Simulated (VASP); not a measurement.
Set up this calculation in VASP 6.6.1, as the native input.

```
Task                   : single point
Functional             : PBEsol
Potentials or basis    : VASP PAW PBE potentials, release 64 (Na_pv)
Cutoff                 : 520 eV
k mesh                 : 12 × 12 × 8
Occupations            : gaussian, width 0.15 eV
Spin                   : no spin polarisation
Dipole correction      : no
Further INCAR settings : ALGO = Fast; EDIFF = 1e-06; NBANDS = 14
```

The structure of Na lies in POSCAR:

```
Na
1.0
    3.8800110275      0.0000000000      0.0000000000
   -1.9400055138      3.3601881168      0.0000000000
    0.0000000000      0.0000000000      5.9693800000
Na
2
Direct
    0.3333333333      0.6666666667      0.2500000000
    0.6666666667      0.3333333333      0.7500000000
```

This isn't the form of Na at room conditions, which is bcc.

This cell differs from its parent crystal: strain +0.030 along x and y, -0.030 along z.

One way to write it, as run:

INCAR

```
PREC = Accurate
ENCUT = 520
EDIFF = 1E-6
ISMEAR = 0
SIGMA = 0.15
LREAL = F
LASPH = T
NELM = 60
ALGO = Fast
ISIF = 2
LWAVE = F
LCHARG = F
GGA = PS
NBANDS = 14
```

KPOINTS

```
regular mesh
0
Gamma
  12 12 8
```

Potentials or basis: VASP PAW PBE potentials, release 64 (Na_pv).

Launch:

```sh
$ cat potpaw_PBE.64/Na_pv/POTCAR > POTCAR
$ mpirun -np 1 vasp_std > vasp.out
```

It gave:

* Pressure: -0.5 GPa
* Band gap on the k mesh: zero (bands 7 and 8 overlap by 4.01 eV)

Caveat: the cell differs from its parent crystal (strain +0.030 along x and y, -0.030 along z); the PAW data sets were made with another functional, which shifts forces and pressure a little.

Run time: 43 s on 1 thread of Intel(R) Xeon(R) 6975P-C (Granite Rapids), with other jobs on the host, peak memory 0.23 GiB.
